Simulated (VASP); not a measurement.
# Zn (P6_3/mmc) in VASP: notebook

Zn is run at these levels: PBEsol; tasks: electric field gradients.

Program: VASP 6.6.1. These are calculated values, not measurements. Logs are shortened: lines on timing, memory, paths and dates and some standing lists are left out, and cuts for length are marked.

## Step 1: The cell of the first run

Symmetry: P6_3/mmc, No. 194, hexagonal system. The conventional cell has a = 2.638 Å, b = 2.638 Å, c = 4.947 Å, α = 90.00°, β = 90.00°, γ = 120.00°. Within 3.5 Å of Zn (site symmetry -6m2) lie 12 Zn at 2.64 to 2.90 Å.

## Step 2: Electric field gradients, PBEsol (equal xx and yy strain of -1 %)

INCAR

```
SYSTEM = Zn
PREC = Accurate
ENCUT = 520
EDIFF = 1E-8
ISMEAR = -1
SIGMA = 0.03
LREAL = .False.
LASPH = .True.
NELM = 60
ALGO = Normal
ISIF = 2
LWAVE = .False.
LCHARG = .False.
GGA = PS
LEFG = .True.
NBANDS = 19
```

KPOINTS

```
Automatic mesh
0
Gamma
  16 16 8
  0 0 0
```

POSCAR

```
Zn
1.0
    2.6381500727      0.0000000000      0.0000000000
   -1.3190750363      2.2847049819      0.0000000000
    0.0000000000      0.0000000000      4.9467000000
Zn
2
Direct
    0.3333333333      0.6666666667      0.2500000000
    0.6666666667      0.3333333333      0.7500000000
```

Potentials or basis: VASP PAW PBE potentials, release 64 (Zn).

The run is started by

```console
cat potpaw_PBE.64/Zn/POTCAR > POTCAR
mpirun -np 1 vasp_std > vasp.out
```

OUTCAR:

```text
SYSTEM = Zn
   PREC = Accurate
   ENCUT = 520
   EDIFF = 1E-8
   ISMEAR = -1
   LREAL = .False.
   LASPH = .True.
   NELM = 60
   ISIF = 2
   GGA = PS

 ion  position               nearest neighbor table
   1  0.333  0.667  0.250-   2 2.90   2 2.90   2 2.90   2 2.90   2 2.90   2 2.90
   2  0.667  0.333  0.750-   1 2.90   1 2.90   1 2.90   1 2.90   1 2.90   1 2.90

  LATTYP: Found a hexagonal cell.
 ALAT       =     2.6381500727
 C/A-ratio  =     1.8750639136

  Lattice vectors:

 A1 = (   2.6381500727,   0.0000000000,   0.0000000000)
 A2 = (  -1.3190750363,   2.2847049819,   0.0000000000)
 A3 = (   0.0000000000,   0.0000000000,   4.9467000000)

Analysis of symmetry for initial positions (statically):
=====================================================================
 Subroutine PRICEL returns:
 Original cell was already a primitive cell.

 Routine SETGRP: Setting up the symmetry group for a
 hexagonal supercell.

 Subroutine GETGRP returns: Found 24 space group operations
 (whereof 12 operations were pure point group operations)
 out of a pool of 24 trial point group operations.

The static configuration has the point symmetry D_3d.
 The point group associated with its full space group is D_6h.

Analysis of symmetry for dynamics (positions and initial velocities):
=====================================================================
 Subroutine PRICEL returns:
 Original cell was already a primitive cell.

 Routine SETGRP: Setting up the symmetry group for a
 hexagonal supercell.

 Subroutine GETGRP returns: Found 24 space group operations
 (whereof 12 operations were pure point group operations)
 out of a pool of 24 trial point group operations.

The dynamic configuration has the point symmetry D_3d.
 The point group associated with its full space group is D_6h.

 Subroutine INISYM returns: Found 24 space group operations
 (whereof 12 operations are pure point group operations),
 and found     1 'primitive' translations

----------------------------------------------------------------------------------------

                                     Primitive cell

  volume of cell :      29.8157

  direct lattice vectors                    reciprocal lattice vectors
     2.638150073  0.000000000  0.000000000     0.379053493  0.218846636  0.000000000
    -1.319075036  2.284704982  0.000000000     0.000000000  0.437693272  0.000000000
     0.000000000  0.000000000  4.946700000     0.000000000  0.000000000  0.202154972

  length of vectors
     2.638150073  2.638150073  4.946700000     0.437693272  0.437693272  0.202154972

  position of ions in fractional coordinates (direct lattice)
     0.333333333  0.666666667  0.250000000
     0.666666667  0.333333333  0.750000000

  ion indices of the primitive-cell ions
   primitive index   ion index
                 1           1
                 2           2

----------------------------------------------------------------------------------------

 KPOINTS: Automatic mesh

Automatic generation of k-mesh.
 Grid dimensions read from file:
 generate k-points for:   16   16    8

 Generating k-lattice:

  Cartesian coordinates                     Fractional coordinates (reciprocal lattice)
     0.023690843  0.013677915  0.000000000     0.062500000  0.000000000  0.000000000
     0.000000000  0.027355830  0.000000000     0.000000000  0.062500000  0.000000000
     0.000000000  0.000000000  0.025269372     0.000000000  0.000000000  0.125000000

  Length of vectors
     0.027355830  0.027355830  0.025269372

  Shift w.r.t. Gamma in fractional coordinates (k-lattice)
     0.000000000  0.000000000  0.000000000

 Subroutine IBZKPT returns following result:
 ===========================================

 Found    150 irreducible k-points:

 Following reciprocal coordinates:
            Coordinates               Weight
  0.000000  0.000000  0.000000      1.000000
  0.062500 -0.000000  0.000000      6.000000
  0.125000 -0.000000  0.000000      6.000000
  0.187500 -0.000000  0.000000      6.000000
  0.250000 -0.000000  0.000000      6.000000
  0.312500 -0.000000  0.000000      6.000000
[... 16 lines left out ...]
  0.187500  0.187500  0.000000      6.000000
  0.250000  0.187500  0.000000     12.000000
 [... further k-points ...]
   k-points           NKPTS =    150   k-points in BZ     NKDIM =    150   number of bands    NBANDS=     19
   number of dos      NEDOS =    301   number of ions     NIONS =      2
   total plane-waves  NPLWV =  16000
   dimension x,y,z NGX =    20 NGY =   20 NGZ =   40
   dimension x,y,z NGXF=    40 NGYF=   40 NGZF=   80
   ions per type =               2
   NGX,Y,Z   is equivalent  to a cutoff of  12.60, 12.60, 13.44 a.u.
   NGXF,Y,Z  is equivalent  to a cutoff of  25.21, 25.21, 26.89 a.u.
 SYSTEM =  Zn
   PREC   = accura    normal or accurate (medium, high low for compatibility)
   ISTART =      0    job   : 0-new  1-cont  2-samecut
   ICHARG =      2    charge: 1-file 2-atom 10-const
   ISPIN  =      1    spin polarized calculation?
   LNONCOLLINEAR =      F non collinear calculations
   LSORBIT =      F    spin-orbit coupling
   LASPH  =      T    aspherical Exc in radial PAW
   ENCUT  =  520.0 eV  38.22 Ry    6.18 a.u.   4.91  4.91  9.20*2*pi/ulx,y,z
   NELM   =     60;   NELMIN=  2; NELMDL= -5     # of ELM steps
   EDIFF  = 0.1E-07   stopping-criterion for ELM
   LREAL  =      F    real-space projection
   EDIFFG = 0.1E-06   stopping-criterion for IOM
   NSW    =      0    number of steps for IOM
   IBRION =     -1    ionic relax: 0-MD 1-quasi-New 2-CG
   NFREE  =      0    steps in history (QN), initial steepest desc. (CG)
   ISIF   =      2    stress and relaxation
   ISYM   =      2    0-nonsym 1-usesym 2-fastsym
   POTIM  = 0.5000    time-step for ionic-motion
   TEBEG  =    0.0;   TEEND  =   0.0 temperature during run
   PSTRESS=    0.0 pullay stress
   NELECT =      24.0000    total number of electrons
   NUPDOWN=      -1.0000    fix difference up-down
   EMIN   =  10.00;   EMAX   =-10.00  energy-range for DOS
   EFERMI =   0.00;   METHOD = LEGACY
   ISMEAR =    -1;   SIGMA  =   0.03  broadening in eV -4-tet -1-fermi 0-gaus
   EFERMI_NEDOS =   21; number of points for ismear=-14 and -15
   IALGO  =     38    algorithm
   IMIX   =      4    mixing-type and parameters
     AMIX     =   0.40;   BMIX     =  1.00
     AMIX_MAG =   1.60;   BMIX_MAG =  1.00
  volume/ion in A,a.u.               =      14.91       100.60
  Fermi-wavevector in a.u.,A,eV,Ry     =   1.522872  2.877812 31.553819  2.319140
  Thomas-Fermi vector in A             =   2.631393
   LORBIT       =      0    0 simple, 1 ext, 2 COOP (PROOUT), +10 PAW based schemes
   GGA     = PS    functional components
   LHFCALC =     F    Hartree Fock is set to
   AEXX    =    0.0000 exact exchange contribution
   IVDW    =     0    specifies the selected vdW correction
   LEPSILON=     F    determine dielectric tensor
   LRPA    =     F    only Hartree local field effects (RPA)
 non-spin polarized calculation
  energy-cutoff  :      520.00
  volume of cell :       29.82
 maximum number of plane-waves:       823
 NGX is ok and might be reduce to    20
   NGX =  9   NGY =  9   NGZ = 19

 number of electron      24.0000026 magnetization

 Free energy of the ion-electron system (eV)
  ---------------------------------------------------
  ext. energy  EPLUGINS =         0.00000000
  ---------------------------------------------------
  free energy    TOTEN  =        -3.16605997 eV

  energy without entropy =       -3.16536261  energy(sigma->0) =       -3.16571129

 E-fermi :   3.1059     XC(G=0): -11.8041

 val. band max:        3.0697784426   @ k =   0.3750   0.2500   0.5000
 cond. band min:       3.1508238489   @ k =   0.3750   0.0625   0.0000
 fundamental gap:      0.0810454063
 Fermi energy:         3.1059475644

 k-point     1 :       0.0000    0.0000    0.0000
  band No.  band energies     occupation
      1      -7.4987      2.00000
      2      -5.6240      2.00000
      3      -4.8804      2.00000
      4      -4.6276      2.00000
      5      -4.6276      2.00000
      6      -4.5777      2.00000
[... 11 lines left out ...]
     18      22.5821      0.00000
     19      22.5843      0.00000

 k-point     2 :       0.0625   -0.0000    0.0000
  band No.  band energies     occupation
      1      -7.3801      2.00000
      2      -5.5698      2.00000
      3      -4.8671      2.00000
      4      -4.6403      2.00000
      5      -4.5988      2.00000
      6      -4.5912      2.00000
[... 11 lines left out ...]
     18      21.5184      0.00000
     19      23.6026      0.00000

 k-point     3 :       0.1250   -0.0000    0.0000
  band No.  band energies     occupation
      1      -7.0305      2.00000
      2      -5.4258      2.00000
      3      -4.8384      2.00000
      4      -4.6688      2.00000
      5      -4.6140      2.00000
      6      -4.5160      2.00000
[... 11 lines left out ...]
     18      20.5843      0.00000
     19      22.1060      0.00000

 k-point     4 :       0.1875   -0.0000    0.0000
  band No.  band energies     occupation
      1      -6.4763      2.00000
      2      -5.2587      2.00000
      3      -4.8135      2.00000
      4      -4.7039      2.00000
      5      -4.5649      2.00000
      6      -4.5541      2.00000
[... 11 lines left out ...]
     18      19.4480      0.00000
     19      19.7685      0.00000

 k-point     5 :       0.2500   -0.0000    0.0000
  band No.  band energies     occupation
      1      -5.8249      2.00000
      2      -5.1901      2.00000
      3      -4.7587      2.00000
      4      -4.7483      2.00000
      5      -4.6705      2.00000
      6      -4.4182      2.00000
[... 11 lines left out ...]
     18      18.8231      0.00000
     19      19.1347      0.00000
[... 334 lines left out ...]
      2      -5.1608      2.00000
      3      -5.0834      2.00000
      4      -4.6317      2.00000
      5      -4.4960      2.00000
      6      -4.4819      2.00000
[... 11 lines left out ...]
     18      15.8169      0.00000
     19      17.1487      0.00000

 k-point    22 :       0.4375    0.1250    0.0000
  band No.  band energies     occupation
      1      -5.2780      2.00000
      2      -5.1740      2.00000
      3      -5.1025      2.00000
      4      -4.6371      2.00000
      5      -4.5157      2.00000
      6      -4.4589      2.00000
[... 11 lines left out ...]
     18      15.6892      0.00000
     19      17.0451      0.00000

 k-point    23 :       0.1875    0.1875    0.0000
  band No.  band energies     occupation
      1      -5.0553      2.00000
      2      -4.9452      2.00000
      3      -4.9127      2.00000
      4      -4.8981      2.00000
      5      -4.6832      2.00000
      6      -4.5835      2.00000
[... 11 lines left out ...]
     18      15.4198      0.00000
     19      16.6930      0.00000

 k-point    24 :       0.2500    0.1875    0.0000
  band No.  band energies     occupation
      1      -5.0306      2.00000
      2      -4.9789      2.00000
      3      -4.9677      2.00000
      4      -4.6623      2.00000
      5      -4.6293      2.00000
      6      -4.5842      2.00000
[... 11 lines left out ...]
     18      14.3152      0.00000
     19      15.6886      0.00000

 [... further k-points ...]

------------------------ aborting loop because EDIFF is reached ----------------------------------------

  FORCE on cell =-STRESS in cart. coord.  units (eV):
  Direction    XX          YY          ZZ          XY          YZ          ZX
  --------------------------------------------------------------------------------------
  -------------------------------------------------------------------------------------
  Total       -0.5670789     -0.5670789     -0.8422818     -0.0000000      0.0000000      0.0000000
  in kB      -30.4725554    -30.4725554    -45.2608581     -0.0000000      0.0000000      0.0000000
  external PRESSURE =     -35.4019896 kB  Pullay stress =       0.0000000 kB

 VOLUME and BASIS-vectors are now :
 -----------------------------------------------------------------------------
  energy-cutoff  :      520.00
  volume of cell :       29.82
      direct lattice vectors                 reciprocal lattice vectors
     2.638150073  0.000000000  0.000000000     0.379053493  0.218846636  0.000000000
    -1.319075036  2.284704982  0.000000000     0.000000000  0.437693272  0.000000000
     0.000000000  0.000000000  4.946700000     0.000000000  0.000000000  0.202154972

 POSITION                                       TOTAL-FORCE (eV/Angst)
 -----------------------------------------------------------------------------------
     -0.00000      1.52314      1.23667         0.000000      0.000000      0.000000
      1.31908      0.76157      3.71002        -0.000000     -0.000000      0.000000
 -----------------------------------------------------------------------------------
    total drift:                                0.000000     -0.000000      0.000000

  FREE ENERGIE OF THE ION-ELECTRON SYSTEM (eV)
  ---------------------------------------------------
  free  energy   TOTEN  =        -3.1660599741 eV

  energy  without entropy=       -3.1653626104  energy(sigma->0) =       -3.16571129

 Electric field gradients (V/A^2)
---------------------------------------------------------------------
 ion       V_xx      V_yy      V_zz      V_xy      V_xz      V_yz
---------------------------------------------------------------------
   1     -21.769   -21.765    43.534     0.003     0.000    -0.000
   2     -21.769   -21.765    43.534     0.003    -0.000     0.000
---------------------------------------------------------------------

 Electric field gradients after diagonalization (V/A^2)
 (convention: |V_zz| > |V_xx| > |V_yy|)
----------------------------------------------------------------------
 ion       V_xx      V_yy      V_zz     asymmetry (V_yy - V_xx)/ V_zz
----------------------------------------------------------------------
   1     -21.770   -21.764    43.534       0.000
   2     -21.770   -21.764    43.534       0.000
----------------------------------------------------------------------

           NMR quadrupolar parameters

 Cq : quadrupolar parameter    Cq=e*Q*V_zz/h
 eta: asymmetry parameters     (V_yy - V_xx)/ V_zz
 Q  : nuclear electric quadrupole moment in mb (millibarn)
----------------------------------------------------------------------
 ion       Cq(MHz)       eta       Q (mb)
----------------------------------------------------------------------
   1       0.105       0.000       1.000
   2       0.105       0.000       1.000
----------------------------------------------------------------------
```

It took 39 s on 1 thread of Intel Xeon Platinum 8488C (Sapphire Rapids), shared host; peak memory 0.19 GiB.

What came out:

```yaml
Free_energy: -3.1661 eV
Pressure: -3.5 GPa
Band_gap_on_the_k_mesh: zero (band 12 reaches 4.29 eV, above the bottom of band 13 at -0.06 eV)
```

Levels at points of the mesh, in eV from the Fermi level:
| k point | band 8 | band 9 | band 10 | band 11 | band 12 | band 13 | band 14 | band 15 | band 16 | band 17 |
| --- | --- | --- | --- | --- | --- | --- | --- | --- | --- | --- |
| (0.00, 0.00, 0.00) | -7.33 | -7.33 | -7.12 | -7.12 | -3.82 | -3.16 | 13.42 | 17.14 | 17.84 | 17.84 |
| (0.50, 0.00, 0.00) | -7.14 | -6.92 | -6.91 | -2.91 | -2.16 | 2.57 | 3.52 | 4.12 | 5.71 | 10.36 |
| (0.00, 0.00, 0.50) | -7.71 | -7.21 | -7.21 | -7.21 | -7.21 | 4.43 | 4.43 | 19.14 | 19.14 | 19.14 |
| (0.50, 0.00, 0.50) | -7.15 | -6.91 | -6.91 | -1.95 | -1.95 | 0.17 | 0.17 | 10.09 | 10.09 | 12.17 |

Electric field gradients, principal values (V/Å²):
| atom | least | middle | greatest (by size) |
| --- | --- | --- | --- |
| 1 Zn | -21.764 | -21.770 | 43.534 |
| 2 Zn | -21.764 | -21.770 | 43.534 |

Caveat: the cell differs from its parent crystal (equal xx and yy strain of -1 %); without QUAD_EFG the Cq values of the log hold for a quadrupole moment of 1 mb, not for the nuclei; the PAW data sets were made with another functional, which shifts forces and pressure a little.

## Step 3: Electric field gradients, PBEsol (zz strain of +2 %)

INCAR

```
ALGO     = Normal         # electronic algorithm
EDIFF    = 1E-8           # SCF threshold, eV
ENCUT    = 520            # plane-wave cutoff, eV
GGA      = PS             # functional
ISIF     = 2              # what is computed and relaxed
ISMEAR   = -1             # smearing method
LASPH    = T              # aspherical terms in the spheres
LCHARG   = F              # write CHGCAR
LEFG     = T            
LREAL    = F              # projectors in reciprocal space
LWAVE    = F              # write WAVECAR
NBANDS   = 19             # bands
NELM     = 60             # most SCF steps
PREC     = Accurate       # precision mode
SIGMA    = 0.03           # smearing width, eV
```

KPOINTS

```
k-points
0
Gamma
  16 16 8
```

POSCAR

```
Zn
1.0
    2.6647980532      0.0000000000      0.0000000000
   -1.3323990266      2.3077828100      0.0000000000
    0.0000000000      0.0000000000      5.0456340000
Zn
2
Direct
    0.3333333333      0.6666666667      0.2500000000
    0.6666666667      0.3333333333      0.7500000000
```

Potentials or basis: VASP PAW PBE potentials, release 64 (Zn).

The run is started by

```console
cat potpaw_PBE.64/Zn/POTCAR > POTCAR
mpirun -np 1 vasp_std > vasp.out
```

OUTCAR:

```text
EDIFF = 1E-8
   ENCUT = 520
   GGA = PS
   ISIF = 2
   ISMEAR = -1
   LASPH = T
   LREAL = F
   NELM = 60
   PREC = Accurate

 ion  position               nearest neighbor table
   1  0.333  0.667  0.250-   2 2.95   2 2.95   2 2.95   2 2.95   2 2.95   2 2.95
   2  0.667  0.333  0.750-   1 2.95   1 2.95   1 2.95   1 2.95   1 2.95   1 2.95

  LATTYP: Found a hexagonal cell.
 ALAT       =     2.6647980532
 C/A-ratio  =     1.8934395400

  Lattice vectors:

[... 742 lines left out ...]

  FREE ENERGIE OF THE ION-ELECTRON SYSTEM (eV)
  ---------------------------------------------------
  free  energy   TOTEN  =        -3.1285218205 eV

  energy  without entropy=       -3.1277190222  energy(sigma->0) =       -3.12812042

 Electric field gradients (V/A^2)
---------------------------------------------------------------------
 ion       V_xx      V_yy      V_zz      V_xy      V_xz      V_yz
---------------------------------------------------------------------
   1     -22.360   -22.354    44.715     0.005     0.000    -0.000
   2     -22.360   -22.354    44.715     0.005    -0.000     0.000
---------------------------------------------------------------------

 Electric field gradients after diagonalization (V/A^2)
 (convention: |V_zz| > |V_xx| > |V_yy|)
----------------------------------------------------------------------
 ion       V_xx      V_yy      V_zz     asymmetry (V_yy - V_xx)/ V_zz
----------------------------------------------------------------------
   1     -22.364   -22.351    44.715       0.000
   2     -22.364   -22.351    44.715       0.000
----------------------------------------------------------------------

           NMR quadrupolar parameters

 Cq : quadrupolar parameter    Cq=e*Q*V_zz/h
 eta: asymmetry parameters     (V_yy - V_xx)/ V_zz
 Q  : nuclear electric quadrupole moment in mb (millibarn)
----------------------------------------------------------------------
 ion       Cq(MHz)       eta       Q (mb)
----------------------------------------------------------------------
   1       0.108       0.000       1.000
   2       0.108       0.000       1.000
----------------------------------------------------------------------
```

Wall time 42 s (1 thread of Intel Xeon Platinum 8488C (Sapphire Rapids), shared host); peak memory 0.19 GiB.

Results:

```
Free energy            : -3.1285 eV
Pressure               : -5.9 GPa
Band gap on the k mesh : zero (band 12 reaches 3.88 eV, above the bottom of band 13 at -0.47 eV)
```

Stress tensor (GPa, compression positive):
```
-5.69  0.00  0.00
 0.00 -5.69  0.00
 0.00  0.00 -6.40
```

Electric field gradients, principal values (V/Å²):
```
atom    least   middle  greatest (by size)
1 Zn  -22.351  -22.364              44.715
2 Zn  -22.351  -22.364              44.715
```

Caveat: the cell differs from its parent crystal (zz strain of +2 %); without QUAD_EFG the Cq values of the log hold for a quadrupole moment of 1 mb, not for the nuclei; the PAW data sets were made with another functional, which shifts forces and pressure a little.

(Continued in part 2 of 3.)
